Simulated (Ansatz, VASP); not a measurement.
## Two plane-wave programs on HfO2

INCAR

```
PREC = Accurate
ENCUT = 520
EDIFF = 1E-6
ISMEAR = 0
SIGMA = 0.01
LREAL = F
LASPH = T
NELM = 80
ALGO = Normal
ISIF = 2
LWAVE = F
LCHARG = T
GGA = PE
IVDW = 12
LELF = T
LVHAR = T
NBANDS = 31
```

File KPOINTS:

```
Automatic mesh
0
Gamma
  6 6 4
```

The input POSCAR:

```
HfO2
1.0
    3.6163585655      0.0000000000      0.0000000000
    0.0000000000      3.6163585655      0.0000000000
    0.0000000000      0.0000000000      5.2566596620
Hf O
2 4
Direct
    0.5000000000      0.5000000000      0.5000000000
    0.0000000000      0.0000000000      0.0000000000
    0.0000000000      0.5000000000      0.6972100000
    0.5000000000      0.0000000000      0.8027900000
    0.5000000000      0.0000000000      0.3027900000
    0.0000000000      0.5000000000      0.1972100000
```

Input for Ansatz:

```yaml
crystal:
  lattice:
    - [3.616358565474385, 0.0, 0.0]
    - [0.0, 3.616358565474385, 0.0]
    - [0.0, 0.0, 5.256659661956468]
  atoms:
    - { symbol: Hf, position: [0.5, 0.5, 0.5] }
    - { symbol: Hf, position: [0.0, 0.0, 0.0] }
    - { symbol: O, position: [0.0, 0.5, 0.69721] }
    - { symbol: O, position: [0.5, 0.0, 0.80279] }
    - { symbol: O, position: [0.5, 0.0, 0.30279] }
    - { symbol: O, position: [0.0, 0.5, 0.19721] }
basis:
  ecutwfc: 500.0
kpoints:
  mp_grid:
    grid: [6, 6, 4]
hamiltonian:
  xc: pbe
  dispersion: d3bj
  pseudopotentials:
    kind: paw
scf:
  occupations:
    method: fixed
output:
  stress: true
```

Alike in both runs: task single point; functional PBE; dispersion D3(BJ); k mesh 6 × 6 × 4; no spin polarisation.

|  | VASP | Ansatz |
| --- | --- | --- |
| version | VASP 6.6.1 | Ansatz 0.2.0 |
| potentials or method | VASP PAW PBE potentials, release 64 (Hf_pv, O), cutoff 520 eV | plane waves, PAW |
| occupations | gaussian, width 0.01 eV | fixed |
| valence electrons in the cell | 44 | 76 |

VASP gave:

- pressure (GPa): -8.8
- traceless stress, the component that is largest in VASP (GPa): 0.55

Question: Which values does Ansatz return?

Answer: Pressure (GPa): -5.7; traceless stress, the component that is largest in VASP (GPa): 0.44.

VASP's potentials hold 44 valence electrons a cell and Ansatz's 76, so a difference there can come from the potentials and not from the codes.

Spin-orbit coupling is off throughout.
